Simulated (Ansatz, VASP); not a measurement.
**One calculation of FeB2Rh2, two programs**

POSCAR

```
FeB2Rh2
1.0
    0.0000000000      3.3943330000      0.0000000000
    3.3943330000      0.0000000000      0.0000000000
    1.6971670000      1.6971670000     -4.9198420000
Rh B Fe
2 2 1
Direct
    0.7500000000      0.2500000000      0.5000000000
    0.2500000000      0.7500000000      0.5000000000
    0.3750000000      0.3750000000      0.2500000000
    0.6250000000      0.6250000000      0.7500000000
    0.0000000000      0.0000000000      0.0000000000
```

The input INCAR.step1:

```
PREC = Accurate
ENCUT = 520
ISMEAR = -5
SIGMA = 0.1
LREAL = False
LASPH = True
NELM = 100
NBANDS = 30
GGA = PE
ALGO = Normal
EDIFF = 1E-4
LWAVE = True
LCHARG = False
```

File INCAR.step2:

```
PREC = Accurate
ENCUT = 520
EDIFF = 1E-7
ISMEAR = -5
SIGMA = 0.1
LREAL = False
LASPH = True
NELM = 100
ALGO = Normal
ISIF = 2
LWAVE = False
LCHARG = True
METAGGA = R2SCAN
LMIXTAU = True
LELF = True
LVHAR = True
NBANDS = 30
ISTART = 1
```

File KPOINTS:

```
regular mesh
0
Gamma
  8 8 8
```

Input for Ansatz:

```yaml
crystal:
  lattice:
    - [0.0, 3.394333, 0.0]
    - [3.394333, 0.0, 0.0]
    - [1.697167, 1.697167, -4.919842]
  atoms:
    - { symbol: Rh, position: [0.75, 0.25, 0.5] }
    - { symbol: Rh, position: [0.25, 0.75, 0.5] }
    - { symbol: B, position: [0.375, 0.375, 0.25] }
    - { symbol: B, position: [0.625, 0.625, 0.75] }
    - { symbol: Fe, position: [0.0, 0.0, 0.0] }
  symmetry: { tolerance: 0.0003 }
kpoints:
  mp_grid: { grid: [8, 8, 8], shift: [0, 0, 0] }
  band_path:
    path:
      - [0.0, 0.0, 0.0]
      - [0.5, 0.5, 0.5]
      - [0.5, 0.5, 0.25]
      - [0.0, 0.5, 0.0]
      - [0.0, 0.0, 0.0]
      - [0.0, 0.0, -0.5]
      - [0.0, 0.44050005, -0.27974997]
      - [0.0, 0.55949995, 0.27974997]
      - [0.0, 0.0, 0.0]
      - [0.5, 0.5, 0.5]
      - [0.44050005, 0.55949995, 0.5]
    npoints: 6
magnetization:
  spin_polarized: false
scf:
  occupations: { method: tetrahedron }
  lower_state_search: "off"
  max_iter: 200
hamiltonian:
  pseudopotentials: { kind: paw }
  xc: r2scan
basis:
  ecutwfc: 500
  fft_grid_basis: typed
output:
  forces: true
  stress: true
  eigenvalues: true
  bader: true
  populations: true
  elf: true
  write_potential: true
  volumetric_format: npy
  dos:
    e_range: [-12, 8]
    de: 0.05
    projected: { site_lists: { B: [B], Fe: [Fe], Rh: [Rh] } }
checkpoint:
  read: saved_state
```

Alike in both runs: task single point; functional r2SCAN; k mesh 8 × 8 × 8; occupations tetrahedron; no spin polarisation.

```csv
,VASP,Ansatz
version,VASP 6.6.1,Ansatz 0.2.0
potentials or method,"VASP PAW PBE potentials, release 64 (Rh_pv, B, Fe), cutoff 520 eV",PAW plane waves
valence electrons in the cell,44,56
```

```csv
,VASP,Ansatz,Ansatz less VASP
pressure (GPa),14.0,13.1,-0.83
"traceless stress, the component that is largest in VASP (GPa)",-37.99,-37.65,+0.337
rms of the force components (eV/Å),0.533,0.531,-0.0017
```

VASP's potentials were made for PBE, not for r2SCAN. Atom by atom the forces differ by 0.002 eV/Å (rms over components). The functional is the same, so the differences come from potentials, cutoffs and numerics. VASP's potentials hold 44 valence electrons a cell and Ansatz's 56, so a difference there can come from the potentials and not from the codes. Ansatz's warnings: band table not solved further, product built on unsolved table, tetrahedron derivatives may miss energy slope.
